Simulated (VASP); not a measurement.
# C (Cm) in VASP: a series of runs

Runs on C. Level: PBE. Tasks: single point.

Everything below comes from runs of VASP 6.6.1. Logs are shortened: lines on timing, memory, paths and dates and some standing lists are left out, and cuts for length are marked.

## 1. The cell of the first run

The structure is monoclinic, space group Cm (No. 8). Conventional cell: a = 4.368 Å, b = 2.522 Å, c = 8.237 Å, α = 90.00°, β = 90.00°, γ = 90.00°. Within 2.0 Å of C (site symmetry m) lie 4 C at 1.51 to 1.56 Å. C (site symmetry m) has 4 C at 1.54 Å within 2.1 Å. Within 2.1 Å of C (site symmetry m) lie 4 C at 1.54 Å. C (site symmetry m) has 4 C at 1.54 Å within 2.1 Å. C (site symmetry m) has 4 C at 1.51 to 1.56 Å within 2.0 Å. C (site symmetry m) has 4 C at 1.54 Å within 2.1 Å. Within 2.1 Å of C (site symmetry m) lie 4 C at 1.54 to 1.56 Å. C (site symmetry m) has 4 C at 1.54 Å within 2.1 Å.

## 2. Single point, PBE

The input, INCAR:

```
SYSTEM = C
PREC = Accurate
ENCUT = 600
EDIFF = 1E-6
ISMEAR = 0
SIGMA = 0.05
LREAL = .FALSE.
LASPH = .TRUE.
NELM = 120
ALGO = Normal
ISIF = 2
LWAVE = .FALSE.
LCHARG = .FALSE.
GGA = PE
NBANDS = 26
GGA_COMPAT = .FALSE.
```

The input, KPOINTS:

```
Automatic mesh
0
G
  12 12 4
  0 0 0
```

The input, POSCAR:

```
C
1.0
    2.5220988435      0.0000000000      0.0000000000
   -1.2610494217      2.1842016693      0.0000000000
    0.0000000000      0.0000000000      8.2371000000
C
8
Direct
    0.0000000000      0.0000000000      0.0937500000
    0.0000000000      0.0000000000      0.5937500000
    0.0000000000      0.0000000000      0.4062500000
    0.0000000000      0.0000000000      0.9062500000
    0.3261463692      0.6522927384      0.1549024442
    0.6666666667      0.3333333333      0.6562500000
    0.3333333333      0.6666666667      0.3437500000
    0.6666666667      0.3333333333      0.8437500000
```

Potentials or basis: VASP PAW PBE potentials, release 64 (C).

Started as:

```
> cat potpaw_PBE.64/C/POTCAR > POTCAR
> mpirun -np 1 vasp_std > vasp.out
```

OUTCAR:

```text
SYSTEM = C
   PREC = Accurate
   ENCUT = 600
   EDIFF = 1E-6
   ISMEAR = 0
   LREAL = .FALSE.
   LASPH = .TRUE.
   NELM = 120
   ISIF = 2
   GGA = PE

 ion  position               nearest neighbor table
   1  0.000  0.000  0.094-   5 1.51   4 1.54   5 1.56   5 1.56
   2  0.000  0.000  0.594-   3 1.54   6 1.54   6 1.54   6 1.54
   3  0.000  0.000  0.406-   2 1.54   7 1.54   7 1.54   7 1.54
   4  0.000  0.000  0.906-   1 1.54   8 1.54   8 1.54   8 1.54
   5  0.326  0.652  0.155-   1 1.51   7 1.56   1 1.56   1 1.56
   6  0.667  0.333  0.656-   8 1.54   2 1.54   2 1.54   2 1.54
   7  0.333  0.667  0.344-   3 1.54   3 1.54   3 1.54   5 1.56
   8  0.667  0.333  0.844-   6 1.54   4 1.54   4 1.54   4 1.54

  LATTYP: Found a hexagonal cell.
 ALAT       =     2.5220988435
 C/A-ratio  =     3.2659703331

  Lattice vectors:

 A1 = (   2.5220988435,   0.0000000000,   0.0000000000)
 A2 = (  -1.2610494217,   2.1842016693,   0.0000000000)
 A3 = (   0.0000000000,   0.0000000000,   8.2371000000)

Analysis of symmetry for initial positions (statically):
=====================================================================
 Subroutine PRICEL returns:
 Original cell was already a primitive cell.

 Routine SETGRP: Setting up the symmetry group for a
 hexagonal supercell.

 Subroutine GETGRP returns: Found  2 space group operations
 (whereof  2 operations were pure point group operations)
 out of a pool of 24 trial point group operations.

The static configuration has the point symmetry C_1h.

Analysis of symmetry for dynamics (positions and initial velocities):
=====================================================================
 Subroutine PRICEL returns:
 Original cell was already a primitive cell.

 Routine SETGRP: Setting up the symmetry group for a
 hexagonal supercell.

 Subroutine GETGRP returns: Found  2 space group operations
 (whereof  2 operations were pure point group operations)
 out of a pool of 24 trial point group operations.

The dynamic configuration has the point symmetry C_1h.

 Subroutine INISYM returns: Found  2 space group operations
 (whereof  2 operations are pure point group operations),
 and found     1 'primitive' translations

----------------------------------------------------------------------------------------

                                     Primitive cell

  volume of cell :      45.3763

  direct lattice vectors                    reciprocal lattice vectors
     2.522098843  0.000000000  0.000000000     0.396495166  0.228916591  0.000000000
    -1.261049422  2.184201669  0.000000000     0.000000000  0.457833182  0.000000000
     0.000000000  0.000000000  8.237100000     0.000000000  0.000000000  0.121401950

  length of vectors
     2.522098843  2.522098843  8.237100000     0.457833182  0.457833182  0.121401950

  position of ions in fractional coordinates (direct lattice)
     0.000000000  0.000000000  0.093750000
     0.000000000  0.000000000  0.593750000
     0.000000000  0.000000000  0.406250000
     0.000000000  0.000000000  0.906250000
     0.326146369  0.652292738  0.154902444
     0.666666667  0.333333333  0.656250000
     0.333333333  0.666666667  0.343750000
     0.666666667  0.333333333  0.843750000

  ion indices of the primitive-cell ions
   primitive index   ion index
                 1           1
                 2           2
                 3           3
                 4           4
                 5           5
                 6           6
                 7           7
                 8           8

----------------------------------------------------------------------------------------

 KPOINTS: Automatic mesh

Automatic generation of k-mesh.
 Grid dimensions read from file:
 generate k-points for:   12   12    4

 Generating k-lattice:

  Cartesian coordinates                     Fractional coordinates (reciprocal lattice)
     0.033041264  0.019076383  0.000000000     0.083333333  0.000000000  0.000000000
     0.000000000  0.038152765  0.000000000     0.000000000  0.083333333  0.000000000
     0.000000000  0.000000000  0.030350487     0.000000000  0.000000000  0.250000000

  Length of vectors
     0.038152765  0.038152765  0.030350487

  Shift w.r.t. Gamma in fractional coordinates (k-lattice)
     0.000000000  0.000000000  0.000000000

 Subroutine IBZKPT returns following result:
 ===========================================

 Found    164 irreducible k-points:

 Following reciprocal coordinates:
            Coordinates               Weight
  0.000000  0.000000  0.000000      1.000000
  0.083333  0.000000  0.000000      4.000000
  0.000000  0.083333  0.000000      2.000000
  0.166667  0.000000  0.000000      4.000000
  0.000000  0.166667  0.000000      2.000000
  0.250000  0.000000  0.000000      4.000000
[... 16 lines left out ...]
 -0.083333  0.416667  0.000000      4.000000
 -0.416667  0.333333  0.000000      4.000000
 [... further k-points ...]
   k-points           NKPTS =    164   k-points in BZ     NKDIM =    164   number of bands    NBANDS=     26
   number of dos      NEDOS =    301   number of ions     NIONS =      8
   total plane-waves  NPLWV =  28000
   dimension x,y,z NGX =    20 NGY =   20 NGZ =   70
   dimension x,y,z NGXF=    40 NGYF=   40 NGZF=  140
   ions per type =               8
   NGX,Y,Z   is equivalent  to a cutoff of  13.18, 13.18, 14.13 a.u.
   NGXF,Y,Z  is equivalent  to a cutoff of  26.37, 26.37, 28.26 a.u.
 SYSTEM =  C
   PREC   = accura    normal or accurate (medium, high low for compatibility)
   ISTART =      0    job   : 0-new  1-cont  2-samecut
   ICHARG =      2    charge: 1-file 2-atom 10-const
   ISPIN  =      1    spin polarized calculation?
   LNONCOLLINEAR =      F non collinear calculations
   LSORBIT =      F    spin-orbit coupling
   LASPH  =      T    aspherical Exc in radial PAW
   ENCUT  =  600.0 eV  44.10 Ry    6.64 a.u.   5.04  5.04 16.45*2*pi/ulx,y,z
   NELM   =    120;   NELMIN=  2; NELMDL= -5     # of ELM steps
   EDIFF  = 0.1E-05   stopping-criterion for ELM
   LREAL  =      F    real-space projection
   EDIFFG = 0.1E-04   stopping-criterion for IOM
   NSW    =      0    number of steps for IOM
   IBRION =     -1    ionic relax: 0-MD 1-quasi-New 2-CG
   NFREE  =      0    steps in history (QN), initial steepest desc. (CG)
   ISIF   =      2    stress and relaxation
   ISYM   =      2    0-nonsym 1-usesym 2-fastsym
   POTIM  = 0.5000    time-step for ionic-motion
   TEBEG  =    0.0;   TEEND  =   0.0 temperature during run
   PSTRESS=    0.0 pullay stress
   NELECT =      32.0000    total number of electrons
   NUPDOWN=      -1.0000    fix difference up-down
   EMIN   =  10.00;   EMAX   =-10.00  energy-range for DOS
   EFERMI =   0.00;   METHOD = LEGACY
   ISMEAR =     0;   SIGMA  =   0.05  broadening in eV -4-tet -1-fermi 0-gaus
   EFERMI_NEDOS =   21; number of points for ismear=-14 and -15
   IALGO  =     38    algorithm
   IMIX   =      4    mixing-type and parameters
     AMIX     =   0.40;   BMIX     =  1.00
     AMIX_MAG =   1.60;   BMIX_MAG =  1.00
  volume/ion in A,a.u.               =       5.67        38.28
  Fermi-wavevector in a.u.,A,eV,Ry     =   1.457186  2.753683 28.890503  2.123392
  Thomas-Fermi vector in A             =   2.574017
   LORBIT       =      0    0 simple, 1 ext, 2 COOP (PROOUT), +10 PAW based schemes
   GGA     = PE    functional components
   LHFCALC =     F    Hartree Fock is set to
   AEXX    =    0.0000 exact exchange contribution
   IVDW    =     0    specifies the selected vdW correction
   LEPSILON=     F    determine dielectric tensor
   LRPA    =     F    only Hartree local field effects (RPA)
 non-spin polarized calculation
 Gauss-broadening in eV      SIGMA  =   0.05
  energy-cutoff  :      600.00
  volume of cell :       45.38
 maximum number of plane-waves:      1534
   NGX = 11   NGY = 11   NGZ = 33

 number of electron      31.9999997 magnetization

 Free energy of the ion-electron system (eV)
  ---------------------------------------------------
  ext. energy  EPLUGINS =         0.00000000
  ---------------------------------------------------
  free energy    TOTEN  =       -72.64870782 eV

  energy without entropy =      -72.64870782  energy(sigma->0) =      -72.64870782

 E-fermi :  10.2258     XC(G=0): -13.2479

 val. band max:        9.9370023831   @ k =   0.0000   0.0000   0.0000
 cond. band min:      14.2554095143   @ k =   0.4167   0.0000   0.0000
 fundamental gap:      4.3184071311
 Fermi energy:        10.2258065149

 k-point     1 :       0.0000    0.0000    0.0000
  band No.  band energies     occupation
      1     -11.7624      2.00000
      2     -10.0601      2.00000
      3     -10.0269      2.00000
      4      -5.9611      2.00000
      5      -3.6454      2.00000
      6       3.1558      2.00000
[... 18 lines left out ...]
     25      18.0787      0.00000
     26      18.1219      0.00000

 k-point     2 :       0.0833    0.0000    0.0000
  band No.  band energies     occupation
      1     -11.5919      2.00000
      2      -9.8926      2.00000
      3      -9.8588      2.00000
      4      -5.8091      2.00000
      5      -3.4885      2.00000
      6       3.2356      2.00000
[... 18 lines left out ...]
     25      18.5312      0.00000
     26      18.6793      0.00000

 k-point     3 :       0.0000    0.0833    0.0000
  band No.  band energies     occupation
      1     -11.5919      2.00000
      2      -9.8925      2.00000
      3      -9.8587      2.00000
      4      -5.8091      2.00000
      5      -3.4881      2.00000
      6       3.2351      2.00000
[... 18 lines left out ...]
     25      18.5398      0.00000
     26      18.7191      0.00000

 k-point     4 :       0.1667    0.0000    0.0000
  band No.  band energies     occupation
      1     -11.0822      2.00000
      2      -9.3930      2.00000
      3      -9.3573      2.00000
      4      -5.3552      2.00000
      5      -3.0312      2.00000
      6       3.3761      2.00000
[... 18 lines left out ...]
     25      19.3710      0.00000
     26      20.0813      0.00000

 k-point     5 :       0.0000    0.1667    0.0000
  band No.  band energies     occupation
      1     -11.0820      2.00000
      2      -9.3927      2.00000
      3      -9.3570      2.00000
      4      -5.3552      2.00000
      5      -3.0294      2.00000
      6       3.3498      2.00000
[... 18 lines left out ...]
     25      19.2021      0.00000
     26      20.1856      0.00000

 k-point     6 :       0.2500    0.0000    0.0000
  band No.  band energies     occupation
      1     -10.2402      2.00000
      2      -8.5705      2.00000
      3      -8.5299      2.00000
      4      -4.6077      2.00000
      5      -2.3390      2.00000
      6       1.5857      2.00000
[... 427 lines left out ...]
 k-point    21 :      -0.3333    0.2500    0.0000
  band No.  band energies     occupation
      1      -9.5747      2.00000
      2      -7.9241      2.00000
      3      -7.8773      2.00000
      4      -4.0211      2.00000
      5      -1.9102      2.00000
      6       0.5302      2.00000
[... 18 lines left out ...]
     25      20.7268      0.00000
     26      20.8582      0.00000

 k-point    22 :       0.3333    0.0833    0.0000
  band No.  band energies     occupation
      1      -8.2745      2.00000
      2      -6.6854      2.00000
      3      -6.6085      2.00000
      4      -2.9261      2.00000
      5      -2.3844      2.00000
      6      -1.0727      2.00000
[... 18 lines left out ...]
     25      21.1551      0.00000
     26      21.6504      0.00000

 k-point    23 :      -0.0833    0.4167    0.0000
  band No.  band energies     occupation
      1      -8.2699      2.00000
      2      -6.6749      2.00000
      3      -6.6057      2.00000
      4      -2.9137      2.00000
      5      -2.4286      2.00000
      6      -1.0908      2.00000
[... 18 lines left out ...]
     25      21.1835      0.00000
     26      21.6831      0.00000

 k-point    24 :      -0.4167    0.3333    0.0000
  band No.  band energies     occupation
      1      -8.2756      2.00000
      2      -6.6877      2.00000
      3      -6.6094      2.00000
      4      -2.9272      2.00000
      5      -2.3769      2.00000
      6      -1.0633      2.00000
[... 18 lines left out ...]
     25      21.2836      0.00000
     26      21.8434      0.00000

 [... further k-points ...]

------------------------ aborting loop because EDIFF is reached ----------------------------------------

  FORCE on cell =-STRESS in cart. coord.  units (eV):
  Direction    XX          YY          ZZ          XY          YZ          ZX
  --------------------------------------------------------------------------------------
  -------------------------------------------------------------------------------------
  Total       -0.5908482     -0.3317941      2.9141395     -0.0000000      0.1290290      0.0000000
  in kB      -20.8620660    -11.7152110    102.8944026     -0.0000000      4.5558437      0.0000000
  external PRESSURE =      23.4390419 kB  Pullay stress =       0.0000000 kB

 VOLUME and BASIS-vectors are now :
 -----------------------------------------------------------------------------
  energy-cutoff  :      600.00
  volume of cell :       45.38
      direct lattice vectors                 reciprocal lattice vectors
     2.522098843  0.000000000  0.000000000     0.396495166  0.228916591  0.000000000
    -1.261049422  2.184201669  0.000000000     0.000000000  0.457833182  0.000000000
     0.000000000  0.000000000  8.237100000     0.000000000  0.000000000  0.121401950

 POSITION                                       TOTAL-FORCE (eV/Angst)
 -----------------------------------------------------------------------------------
      0.00000      0.00000      0.77223        -0.000000     -1.017929     -0.619194
      0.00000      0.00000      4.89078        -0.000000     -0.022233     -0.323937
      0.00000      0.00000      3.34632         0.000000      0.000759      0.263148
      0.00000      0.00000      7.46487        -0.000000     -0.015435      0.268960
      0.00000      1.42474      1.27595         0.000000      1.232157      0.248921
      1.26105      0.72807      5.40560         0.000000      0.001094     -0.321497
     -0.00000      1.45613      2.83150        -0.000000     -0.189575      0.173466
      1.26105      0.72807      6.95005         0.000000      0.011162      0.310134
 -----------------------------------------------------------------------------------
    total drift:                               -0.000000      0.000067     -0.000029

  FREE ENERGIE OF THE ION-ELECTRON SYSTEM (eV)
  ---------------------------------------------------
  free  energy   TOTEN  =       -72.6487078174 eV

  energy  without entropy=      -72.6487078174  energy(sigma->0) =      -72.64870782
```

Run time: 2 min. Hardware: 1 thread of Oxide Virtual Turin-like, shared host; peak memory 0.24 GiB.

What came out:

```yaml
Free_energy: -72.6487 eV
Pressure: 2.3 GPa
Largest_force: 1.257 eV/Å
Band_gap_on_the_k_mesh: 4.32 eV (least direct gap 5.02 eV)
```

Forces on the atoms (eV/Å):
```
C    0.000 -1.018 -0.619
C    0.000 -0.022 -0.324
C    0.000  0.001  0.263
C    0.000 -0.015  0.269
C    0.000  1.232  0.249
C    0.000  0.001 -0.321
C    0.000 -0.190  0.173
C    0.000  0.011  0.310
```

Stress tensor (GPa, compression positive):
```
-2.09  0.00  0.00
 0.00 -1.17  0.46
 0.00  0.46 10.29
```

Caveat: the stress differs along the axes, from -2 to 10 GPa; forces of over 1 eV/Å act on the atoms, so gaps and moduli don't describe the material at rest. A hybrid or GW would open this gap; PBE tends to underestimate it.

## 3. Single point, PBE, collinear spin, zero start

The input, INCAR:

```
SYSTEM = C
PREC = Accurate
ENCUT = 600
EDIFF = 1E-6
ISMEAR = 0
SIGMA = 0.05
LREAL = .False.
LASPH = .True.
NELM = 200
ALGO = Normal
ISIF = 2
LWAVE = .False.
LCHARG = .False.
ISPIN = 2
MAGMOM = 0 0 0 0 0 0 0 0
LORBIT = 11
GGA = PE
NBANDS = 30
GGA_COMPAT = .False.
```

The input, KPOINTS:

```
regular mesh
0
Gamma
  12 12 4
  0 0 0
```

Changes to POSCAR since step 2:

```diff
@@ -12,3 +12,3 @@
     0.0000000000      0.0000000000      0.9062500000
-    0.3261463692      0.6522927384      0.1549024442
+    0.3045638943      0.6091277886      0.1508557302
     0.6666666667      0.3333333333      0.6562500000
```

Potentials or basis: VASP PAW PBE potentials, release 64 (C).

Started as:

```
> cat potpaw_PBE.64/C/POTCAR > POTCAR
> mpirun -np 1 vasp_std > vasp.out
```

Run time: 4.7 min. Hardware: 1 thread of Oxide Virtual Turin-like, shared host; peak memory 0.4 GiB.

The run converged. Its results:

| Quantity | Value |
| --- | --- |
| Free energy | -72.2869 eV |
| Pressure | 4.2 GPa |
| Largest force | 6.239 eV/Å |
| Band gap on the k mesh | 3.72 eV (least direct gap 4.13 eV) |
| Net moment | 0.00 μB per cell |
| Valence electrons inside the program's atomic spheres | C 2.61, 2.58, 2.57, 2.59, 2.55 (each value once) |

Forces on the atoms (eV/Å):
```
C    0.000 -4.915 -1.927
C    0.000 -0.088 -0.306
C    0.000 -0.001  0.076
C    0.000 -0.068  0.088
C    0.000  5.795  2.313
C    0.000  0.004 -0.327
C    0.000 -0.769 -0.200
C    0.000  0.042  0.284
```

Stress tensor (GPa, compression positive):
```
-2.17  0.00  0.00
 0.00  3.95  2.63
 0.00  2.63 10.73
```

Levels at points of the mesh, in eV from the valence-band top:
Spin up:
```csv
k point,band 14,band 15,band 16,band 17,band 18,band 19
"(0.00, 0.00, 0.00)",-0.77,-0.26,0.00,4.13,4.81,5.28
"(0.50, 0.00, 0.00)",-4.91,-3.90,-3.33,3.72,4.99,5.17
"(0.00, 0.50, 0.00)",-4.97,-4.17,-3.29,4.15,5.28,5.55
"(0.00, 0.00, 0.50)",-1.06,-1.03,-0.41,4.47,5.48,5.63
"(0.50, 0.00, 0.50)",-4.90,-4.10,-4.02,3.86,4.42,6.33
"(0.00, 0.50, 0.50)",-5.09,-4.04,-3.97,4.41,4.61,6.39
```
Spin down:
```tsv
k point	band 12	band 13	band 14	band 15	band 16	band 17	band 18	band 19	band 20	band 21
(0.00, 0.00, 0.00)	-2.20	-1.69	-0.77	-0.26	0.00	4.13	4.81	5.28	6.02	6.78
(0.50, 0.00, 0.00)	-5.70	-5.37	-4.91	-3.90	-3.33	3.72	4.99	5.17	5.55	6.43
(0.00, 0.50, 0.00)	-5.40	-5.29	-4.97	-4.17	-3.29	4.15	5.28	5.55	5.79	6.35
(0.00, 0.00, 0.50)	-2.63	-1.55	-1.06	-1.03	-0.41	4.47	5.48	5.63	5.70	6.36
(0.50, 0.00, 0.50)	-6.43	-5.14	-4.90	-4.10	-4.02	3.86	4.42	6.33	6.70	6.85
(0.00, 0.50, 0.50)	-6.32	-5.31	-5.09	-4.04	-3.97	4.41	4.61	6.39	7.02	7.16
```

Caveat: the stress differs along the axes, from -2 to 11 GPa; forces of over 1 eV/Å act on the atoms, so gaps and moduli don't describe the material at rest.
